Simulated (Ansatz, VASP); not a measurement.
Two plane-wave programs on Sr

The input POSCAR:

```
Sr
1.0
    4.4474461277      0.0000000000      0.0000000000
   -2.2237230639      3.8516013285      0.0000000000
    0.0000000000      0.0000000000      7.2748245000
Sr
2
Direct
    0.3333333333      0.6666666667      0.2500000000
    0.6666666667      0.3333333333      0.7500000000
```

Contents of INCAR.step1:

```
SYSTEM = Sr
ALGO = Normal
EDIFF = 1E-4
ENCUT = 520
GGA = PE
ISMEAR = 0
LASPH = .True.
LCHARG = .False.
LREAL = .False.
LWAVE = .True.
NBANDS = 17
NELM = 80
PREC = Accurate
SIGMA = 0.1
```

File INCAR.step2:

```
SYSTEM = Sr
ALGO = Normal
EDIFF = 1E-6
ENCUT = 520
ISIF = 2
ISMEAR = 0
ISTART = 1
LASPH = .True.
LCHARG = .True.
LELF = .True.
LMIXTAU = .True.
LREAL = .False.
LVHAR = .True.
LWAVE = .False.
METAGGA = R2SCAN
NBANDS = 17
NELM = 80
PREC = Accurate
SIGMA = 0.1
```

Contents of KPOINTS:

```
k-points
0
Gamma
  12 12 6
  0 0 0
```

Input for Ansatz:

```yaml
crystal:
  lattice:
    - [4.4474461277, 0.0, 0.0]
    - [-2.2237230639, 3.8516013285, 0.0]
    - [0.0, 0.0, 7.2748245]
  atoms:
    - { symbol: Sr, position: [0.3333333333, 0.6666666667, 0.25] }
    - { symbol: Sr, position: [0.6666666667, 0.3333333333, 0.75] }
basis:
  ecutwfc: 500
kpoints:
  mp_grid: { grid: [12, 12, 6] }
hamiltonian:
  xc: r2scan
scf:
  occupations: { method: gaussian, width: 0.1 }
output:
  forces: true
  stress: true
  eigenvalues: true
```

Alike in both runs: task single point; functional r2SCAN; k mesh 12 × 12 × 6; occupations gaussian, width 0.1 eV; no spin polarisation.

```csv
,VASP,Ansatz
version,VASP 6.6.1,Ansatz 0.2.0
potentials or method,"VASP PAW PBE potentials, release 64 (Sr_sv), cutoff 520 eV","scalar-relativistic, plane waves, PAW"
valence electrons in the cell,20,20
```

Ansatz gave:

- gap on the k mesh at the Fermi level (eV): none
- pressure (GPa): -0.9
- traceless stress, the component that is largest in VASP (GPa): 0.07

Task: Which values does VASP return?

Result: gap on the k mesh at the Fermi level (eV): none; pressure (GPa): -0.9; traceless stress, the component that is largest in VASP (GPa): 0.08.

VASP's potentials were made for PBE, not for r2SCAN. A gap of «none» marks a metal or a gap that the smearing closes.
